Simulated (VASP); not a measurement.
## BP: density of states with PBEsol

BP:

```xyz
2
Lattice="0.0000 2.2690 2.2690 2.2690 0.0000 2.2690 2.2690 2.2690 0.0000" Properties=species:S:1:pos:R:3 pbc="T T T"
P     3.4035    3.4035    3.4035
B     0.0000    0.0000    0.0000
```

```yaml
Program: VASP 6.6.1
Task: density of states
Functional: PBEsol
Potentials_or_basis: VASP PAW PBE potentials, release 64 (P, B)
Cutoff: 520 eV
k_mesh: 6 × 6 × 6
Occupations: fermi-dirac, width 0.05 eV
Spin: no spin polarisation
Dipole_correction: no
k_mesh_for_the_DOS: 9 × 9 × 9
Occupations_for_the_DOS: tetrahedron
Further_INCAR_settings: ALGO = Normal; EDIFF = 1e-07; NBANDS = 11
```

The valence electrons inside the program's atomic spheres are P 2.56; B 1.93.

Levels at points of the mesh, in eV from the valence-band top:
```
           k point  band 2  band 3  band 4  band 5  band 6  band 7
(0.00, 0.00, 0.00)    0.00    0.00    0.00    3.35    3.35    3.35
```

It used 5.8 s of CPU time on 1 thread of Intel Xeon 6975P-C, on a shared host.
